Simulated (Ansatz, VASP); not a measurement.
# Two plane-wave programs on SiNi

The input INCAR:

```
SYSTEM = SiNi
PREC = Accurate
ENCUT = 600
EDIFF = 1E-6
ISMEAR = -1
SIGMA = 0.05
LREAL = .FALSE.
LASPH = .TRUE.
NELM = 150
ALGO = Normal
ISIF = 3
LWAVE = .FALSE.
LCHARG = .FALSE.
ISPIN = 2
MAGMOM = 1 1 0 0
LORBIT = 11
LMAXMIX = 4
GGA = PS
IBRION = 2
NSW = 60
EDIFFG = -0.01
```

File KPOINTS:

```
Automatic mesh
0
G
  9 8 6
  0 0 0
```

Contents of POSCAR:

```
SiNi
1.0
    2.9427706600      0.0000000000      0.0000000000
    0.0000000000      3.2803255400      0.0000000000
    0.0000000000      0.0000000000      4.6774467600
Ni Si
2 2
Direct
    0.5000000000      0.5000000000      0.3424955900
    0.0000000000      0.0000000000      0.6575044100
    0.5000000000      0.5000000000      0.8431431600
    0.0000000000      0.0000000000      0.1568568400
```

Contents of input.yaml:

```yaml
crystal:
  lattice:
    - [2.94277066, 0.0, 0.0]
    - [0.0, 3.28032554, 0.0]
    - [0.0, 0.0, 4.67744676]
  atoms:
    - { symbol: Ni, position: [0.5, 0.5, 0.34249559], spin: 1.0 }
    - { symbol: Ni, position: [0.0, 0.0, 0.65750441], spin: 1.0 }
    - { symbol: Si, position: [0.5, 0.5, 0.84314316] }
    - { symbol: Si, position: [0.0, 0.0, 0.15685684] }
hamiltonian:
  xc: pbesol
  pseudopotentials: { kind: paw }
magnetization:
  spin_polarized: true
kpoints:
  mp_grid: { grid: [9, 8, 6] }
scf:
  occupations: { method: fermi_dirac, width: 0.05 }
output:
  forces: true
  stress: true
  eigenvalues: true
relax:
  f_tol: 0.01
  max_steps: 40
  cell: { stress_tol: 0.05 }
```

Alike in both runs: task relaxation of cell and atoms; functional PBEsol; k mesh 9 × 8 × 6; occupations fermi-dirac, width 0.05 eV; collinear spin.

|  | VASP | Ansatz |
| --- | --- | --- |
| version | VASP 6.6.1 | Ansatz 0.2.0 |
| potentials or method | VASP PAW PBE potentials, release 64 (Ni, Si) | Ansatz PAW |
| plane-wave cutoff (eV) | 600 | 420 |
| valence electrons in the cell | 28 | 44 |

Ansatz gave:

* gap on the k mesh at the Fermi level, each at its own relaxed structure (eV): none
* net moment per atom (μB): 0.00
* relaxed volume (Å³/atom): 11.31
* relaxed length of the cell vector where the two differ most in proportion (Å): 4.666

Q: Which values does VASP return?

A: gap on the k mesh at the Fermi level, each at its own relaxed structure (eV): none; net moment per atom (μB): 0.00; relaxed volume (Å³/atom): 11.32; relaxed length of the cell vector where the two differ most in proportion (Å): 4.670.

VASP's potentials were made for PBE, not for PBEsol. A gap of «none» marks a metal or a gap that the smearing closes. VASP's potentials hold 28 valence electrons a cell and Ansatz's 44, so a difference there can come from the potentials and not from the codes.

Noted on Ansatz's run: the plane-wave basis is chosen anew once the cell has moved, so the energies of steps on either side of that aren't comparable.
